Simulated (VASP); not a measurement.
GaN: single point with PBEsol

GaN:

```
Ga N
1.0
     3.13972    0.00000    0.00000
    -1.56986    2.71908    0.00000
     0.00000    0.00000    5.11532
Ga N
2 2
Direct
  0.33333 0.66667 0.99919
  0.66667 0.33333 0.49919
  0.33333 0.66667 0.37581
  0.66667 0.33333 0.87581
```

This cell differs from its parent crystal: volume scaled by 0.960.

```json
{
  "Program": "VASP 6.6.1",
  "Task": "single point",
  "Functional": "PBEsol",
  "Potentials or basis": "VASP PAW PBE potentials, release 64 (Ga_d, N)",
  "Cutoff": "520 eV",
  "k mesh": "12 × 12 × 6",
  "Occupations": "gaussian, width 0.05 eV",
  "Spin": "no spin polarisation",
  "Dipole correction": "no",
  "Further INCAR settings": "ALGO = Normal; EDIFF = 1e-06; NBANDS = 26"
}
```

```
Pressure               : 8.1 GPa
Largest force          : 0.008 eV/Å
Band gap on the k mesh : 2.16 eV, direct
```

Forces on the atoms (eV/Å):
```
Ga   0.000  0.000  0.008
Ga   0.000  0.000  0.008
N    0.000  0.000 -0.008
N    0.000  0.000 -0.008
```

Levels at points of the mesh, in eV from the valence-band top:
```
           k point  band 16  band 17  band 18  band 19  band 20  band 21
(0.00, 0.00, 0.00)    -0.05     0.00     0.00     2.16     4.48     9.35
(0.50, 0.00, 0.00)    -2.93    -2.38    -1.07     5.06     5.73     6.08
(0.00, 0.00, 0.50)    -0.56    -0.56    -0.56     4.48     4.48     8.60
(0.50, 0.00, 0.50)    -2.08    -2.01    -2.01     4.43     4.43     7.96
```

Run time: 62 s on 1 thread of AMD EPYC 9R45 96-Core Processor (Zen 5), with other jobs on the host, peak memory 0.17 GiB.

Caveat: the PAW data sets were made with another functional, which shifts forces and pressure a little.
